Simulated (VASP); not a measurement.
# TaN (Fm-3m) in VASP: single point with r2SCAN

Aim: the single point of TaN with r2SCAN.

All numbers are computed with VASP 6.6.1; they aren't measurements. Logs are shortened: lines on timing, memory, paths and dates and some standing lists are left out, and cuts for length are marked.

**1. The cell of the first run**

The structure is cubic, space group Fm-3m (No. 225). The conventional cell has a = 4.376 Å, b = 4.376 Å, c = 4.376 Å, α = 90.00°, β = 90.00°, γ = 90.00°. Within 2.9 Å of Ta (site symmetry m-3m) lie 6 N at 2.19 Å. N (site symmetry m-3m) has 6 Ta at 2.19 Å within 2.9 Å.

**2. Single point, r2SCAN**

POSCAR

```
TaN
1.0
    0.0000000000      2.1879310193      2.1879310193
    2.1879310193      0.0000000000      2.1879310193
    2.1879310193      2.1879310193      0.0000000000
Ta N
1 1
Direct
    0.5000000000      0.5000000000      0.5000000000
    0.0000000000      0.0000000000      0.0000000000
```

INCAR.step1

```
SYSTEM = TaN
ALGO = Normal
EDIFF = 1E-5
ENCUT = 770
GGA = PE
GGA_COMPAT = .False.
ISMEAR = 0
LASPH = .True.
LCHARG = .False.
LREAL = .False.
LWAVE = .True.
NBANDS = 16
NELM = 120
PREC = Accurate
SIGMA = 0.1
```

INCAR.step2

```
SYSTEM = TaN
ALGO = Normal
EDIFF = 1E-6
ENCUT = 770
GGA_COMPAT = .False.
ISIF = 2
ISMEAR = 0
ISTART = 1
LASPH = .True.
LCHARG = .False.
LMIXTAU = .True.
LREAL = .False.
LWAVE = .False.
METAGGA = R2SCAN
NBANDS = 16
NELM = 120
PREC = Accurate
SIGMA = 0.1
```

KPOINTS

```
k-points
0
Gamma
  16 16 16
  0 0 0
```

Potentials or basis: VASP PAW PBE potentials, release 64 (Ta_sv_GW, N).

On the command line:

```bash
> cat potpaw_PBE.64/Ta_sv_GW/POTCAR potpaw_PBE.64/N/POTCAR > POTCAR
> cp INCAR.step1 INCAR
> mpirun -np 1 vasp_std > vasp.out
> cp INCAR.step2 INCAR
> mpirun -np 1 vasp_std > vasp.out
```

OUTCAR:

```text
SYSTEM = TaN
   EDIFF = 1E-6
   ENCUT = 770
   ISIF = 2
   ISMEAR = 0
   ISTART = 1
   LASPH = .True.
   LREAL = .False.
   METAGGA = R2SCAN
   NELM = 120
   PREC = Accurate

 ion  position               nearest neighbor table
   1  0.500  0.500  0.500-   2 2.19   2 2.19   2 2.19   2 2.19   2 2.19   2 2.19
   2  0.000  0.000  0.000-   1 2.19   1 2.19   1 2.19   1 2.19   1 2.19   1 2.19

  LATTYP: Found a face centered cubic cell.
 ALAT       =     4.3758620386

  Lattice vectors:

 A1 = (   0.0000000000,   2.1879310193,   2.1879310193)
 A2 = (   2.1879310193,   0.0000000000,   2.1879310193)
 A3 = (   2.1879310193,   2.1879310193,   0.0000000000)

Analysis of symmetry for initial positions (statically):
=====================================================================
 Subroutine PRICEL returns:
 Original cell was already a primitive cell.

 Routine SETGRP: Setting up the symmetry group for a
 face centered cubic supercell.

 Subroutine GETGRP returns: Found 48 space group operations
 (whereof 48 operations were pure point group operations)
 out of a pool of 48 trial point group operations.

The static configuration has the point symmetry O_h .

Analysis of symmetry for dynamics (positions and initial velocities):
=====================================================================
 Subroutine PRICEL returns:
 Original cell was already a primitive cell.

 Routine SETGRP: Setting up the symmetry group for a
 face centered cubic supercell.

 Subroutine GETGRP returns: Found 48 space group operations
 (whereof 48 operations were pure point group operations)
 out of a pool of 48 trial point group operations.

The dynamic configuration has the point symmetry O_h .

 Subroutine INISYM returns: Found 48 space group operations
 (whereof 48 operations are pure point group operations),
 and found     1 'primitive' translations

----------------------------------------------------------------------------------------

                                     Primitive cell

  volume of cell :      20.9474

  direct lattice vectors                    reciprocal lattice vectors
     0.000000000  2.187931019  2.187931019    -0.228526400  0.228526400  0.228526400
     2.187931019  0.000000000  2.187931019     0.228526400 -0.228526400  0.228526400
     2.187931019  2.187931019  0.000000000     0.228526400  0.228526400 -0.228526400

  length of vectors
     3.094201721  3.094201721  3.094201721     0.395819336  0.395819336  0.395819336

  position of ions in fractional coordinates (direct lattice)
     0.500000000  0.500000000  0.500000000
[... 72 lines left out ...]
   ISPIN  =      1    spin polarized calculation?
   LNONCOLLINEAR =      F non collinear calculations
   LSORBIT =      F    spin-orbit coupling
   LASPH  =      T    aspherical Exc in radial PAW
   ENCUT  =  770.0 eV  56.59 Ry    7.52 a.u.   7.00  7.00  7.00*2*pi/ulx,y,z
   NELM   =    120;   NELMIN=  2; NELMDL=  0     # of ELM steps
   EDIFF  = 0.1E-05   stopping-criterion for ELM
   LREAL  =      F    real-space projection
[... 7 lines left out ...]
   TEBEG  =    0.0;   TEEND  =   0.0 temperature during run
   PSTRESS=    0.0 pullay stress
   NELECT =      18.0000    total number of electrons
   NUPDOWN=      -1.0000    fix difference up-down
   EMIN   =  10.00;   EMAX   =-10.00  energy-range for DOS
   EFERMI =   0.00;   METHOD = LEGACY
   ISMEAR =     0;   SIGMA  =   0.10  broadening in eV -4-tet -1-fermi 0-gaus
   EFERMI_NEDOS =   21; number of points for ismear=-14 and -15
   IALGO  =     38    algorithm
   IMIX   =      4    mixing-type and parameters
     AMIX     =   0.40;   BMIX     =  1.00
     AMIX_MAG =   1.60;   BMIX_MAG =  1.00
  volume/ion in A,a.u.               =      10.47        70.68
  Fermi-wavevector in a.u.,A,eV,Ry     =   1.556403  2.941175 32.958618  2.422390
  Thomas-Fermi vector in A             =   2.660204
   LORBIT       =      0    0 simple, 1 ext, 2 COOP (PROOUT), +10 PAW based schemes
   METAGGA = R2SCAN    functional components
   LHFCALC =     F    Hartree Fock is set to
   AEXX    =    0.0000 exact exchange contribution
   IVDW    =     0    specifies the selected vdW correction
   LEPSILON=     F    determine dielectric tensor
   LRPA    =     F    only Hartree local field effects (RPA)
 non-spin polarized calculation
 Gauss-broadening in eV      SIGMA  =   0.10
  energy-cutoff  :      770.00
  volume of cell :       20.95
 maximum number of plane-waves:      1036
   NGX = 13   NGY = 13   NGZ = 13

 number of electron      18.0000000 magnetization

 Free energy of the ion-electron system (eV)
  ---------------------------------------------------
  ext. energy  EPLUGINS =         0.00000000
  ---------------------------------------------------
  free energy    TOTEN  =       -62.19898602 eV

  energy without entropy =      -62.19356918  energy(sigma->0) =      -62.19627760

 E-fermi :  14.1000     XC(G=0): -14.8613

 val. band max:       14.0968203944   @ k =  -0.3125   0.3125   0.1250
 cond. band min:      14.1134137749   @ k =  -0.3125   0.3125   0.0625
 fundamental gap:      0.0165933806
 Fermi energy:        14.0999694779

 k-point     1 :       0.0000    0.0000    0.0000
  band No.  band energies     occupation
      1     -57.5298      2.00000
      2     -23.0033      2.00000
      3     -23.0033      2.00000
      4     -23.0033      2.00000
      5      -6.0184      2.00000
      6       9.9061      2.00000
[... 433 lines left out ...]
      3     -23.0270      2.00000
      4     -23.0053      2.00000
      5      -5.7621      2.00000
      6       8.6839      2.00000
[... 8 lines left out ...]
     15      24.5707      0.00000
     16      36.0929      0.00000

 [... further k-points ...]

------------------------ aborting loop because EDIFF is reached ----------------------------------------

  FORCE on cell =-STRESS in cart. coord.  units (eV):
  Direction    XX          YY          ZZ          XY          YZ          ZX
  --------------------------------------------------------------------------------------
  -------------------------------------------------------------------------------------
  Total        0.6760370      0.6760370      0.6760370      0.0000000      0.0000000     -0.0000000
  in kB       51.7071010     51.7071010     51.7071010      0.0000000      0.0000000     -0.0000000
  external PRESSURE =      51.7071010 kB  Pullay stress =       0.0000000 kB

 VOLUME and BASIS-vectors are now :
 -----------------------------------------------------------------------------
  energy-cutoff  :      770.00
  volume of cell :       20.95
      direct lattice vectors                 reciprocal lattice vectors
     0.000000000  2.187931019  2.187931019    -0.228526400  0.228526400  0.228526400
     2.187931019  0.000000000  2.187931019     0.228526400 -0.228526400  0.228526400
     2.187931019  2.187931019  0.000000000     0.228526400  0.228526400 -0.228526400

 POSITION                                       TOTAL-FORCE (eV/Angst)
 -----------------------------------------------------------------------------------
      2.18793      2.18793      2.18793        -0.000000     -0.000000     -0.000000
      0.00000      0.00000      0.00000         0.000000      0.000000      0.000000
 -----------------------------------------------------------------------------------
    total drift:                                0.000000      0.000000      0.000000

  FREE ENERGIE OF THE ION-ELECTRON SYSTEM (eV)
  ---------------------------------------------------
  free  energy   TOTEN  =       -62.1989860153 eV

  energy  without entropy=      -62.1935691755  energy(sigma->0) =      -62.19627760
```

OSZICAR.step1:

```text
N       E                     dE             d eps       ncg     rms          rms(c)
DAV:   1     0.146281298160E+03    0.14628E+03   -0.14055E+04  4640   0.157E+03
DAV:   2    -0.218151551488E+02   -0.16810E+03   -0.16109E+03  6776   0.402E+02
DAV:   3    -0.283946526740E+02   -0.65795E+01   -0.65663E+01  5464   0.712E+01
DAV:   4    -0.285610971703E+02   -0.16644E+00   -0.16644E+00  6600   0.814E+00
DAV:   5    -0.285650574377E+02   -0.39603E-02   -0.39603E-02  5608   0.916E-01    0.450E+01
DAV:   6    -0.244756835327E+02    0.40894E+01   -0.88820E+00  5760   0.284E+01    0.480E+01
DAV:   7    -0.243900722657E+02    0.85611E-01   -0.47288E-01  4712   0.598E+00    0.249E+01
DAV:   8    -0.243431865067E+02    0.46886E-01   -0.13764E-01  5904   0.327E+00    0.229E+00
DAV:   9    -0.243417929712E+02    0.13935E-02   -0.57704E-03  5568   0.722E-01    0.863E-01
DAV:  10    -0.243417657730E+02    0.27198E-04   -0.13345E-03  4968   0.359E-01    0.155E-01
DAV:  11    -0.243417789827E+02   -0.13210E-04   -0.82986E-05  5496   0.107E-01    0.207E-01
DAV:  12    -0.243417704740E+02    0.85088E-05   -0.16334E-05  4208   0.427E-02
   1 F= -.24341770E+02 E0= -.24338958E+02  d E =-.562539E-02
```

Run time: 4.5 min. Hardware: 1 thread of AMD EPYC 7R43 (Zen 3), shared host; peak memory 0.22 GiB.

What came out:

```
Free energy            : -62.1990 eV
Pressure               : 5.2 GPa
Band gap on the k mesh : zero (bands 9 and 10 overlap by 4.18 eV)
```

Caveat: the cell stands under pressure; the PAW data sets were made with another functional, which shifts forces and pressure a little; spin-orbit coupling is left out, which moves the levels of the heavy elements.
